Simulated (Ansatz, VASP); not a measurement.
## Two plane-wave programs on Al

Contents of INCAR:

```
SYSTEM = Al
PREC     = Accurate       ! precision mode
ENCUT    = 600            ! plane-wave cutoff, eV
EDIFF    = 1E-6           ! SCF threshold, eV
ISMEAR   = -1             ! smearing method
SIGMA    = 0.08           ! smearing width, eV
LREAL    = .False.        ! projectors in reciprocal space
LASPH    = .True.         ! aspherical terms in the spheres
NELM     = 100            ! most SCF steps
ALGO     = Normal         ! electronic algorithm
ISIF     = 3              ! what is computed and relaxed
LWAVE    = .False.        ! write WAVECAR
LCHARG   = .False.        ! write CHGCAR
GGA      = PE             ! functional
IBRION   = 2              ! ionic algorithm
NSW      = 60             ! ionic steps
EDIFFG   = -0.005         ! ionic threshold
```

File KPOINTS:

```
regular mesh
0
Gamma
  17 17 17
  0 0 0
```

File POSCAR:

```
Al
1.0
    0.0000000000      2.0199666694      2.0199666694
    2.0199666694      0.0000000000      2.0199666694
    2.0199666694      2.0199666694      0.0000000000
Al
1
Direct
    0.0000000000      0.0000000000      0.0000000000
```

Input for Ansatz:

```yaml
crystal:
  lattice:
    - [0.0, 2.0199666694, 2.0199666694]
    - [2.0199666694, 0.0, 2.0199666694]
    - [2.0199666694, 2.0199666694, 0.0]
  atoms:
    - { symbol: Al, position: [0.0, 0.0, 0.0] }
kpoints:
  mp_grid: { grid: [17, 17, 17] }
scf:
  occupations: { method: fermi_dirac, width: 0.08 }
hamiltonian:
  xc: pbe
  pseudopotentials: { kind: paw }
output:
  forces: true
  stress: true
relax:
  f_tol: 0.005
  max_steps: 40
  cell: {}
```

Alike in both runs: task relaxation of cell and atoms; functional PBE; k mesh 17 × 17 × 17; occupations fermi-dirac, width 0.08 eV; no spin polarisation.

```csv
,VASP,Ansatz
version,VASP 6.6.1,Ansatz 0.2.0
potentials or method,"VASP PAW PBE potentials, release 64 (Al)","PAW with Ansatz's default frozen-core files, scalar-relativistic"
plane-wave cutoff (eV),600,420
valence electrons in the cell,3,3
```

```tsv
	VASP	Ansatz	Ansatz less VASP
relaxed volume (Å³/atom)	16.48	16.48	0.000
relaxed cell length with the largest relative difference (Å)	2.857	2.857	0.0000
```

Noted on VASP's run: the relaxation stopped at its first step, so nothing moved.
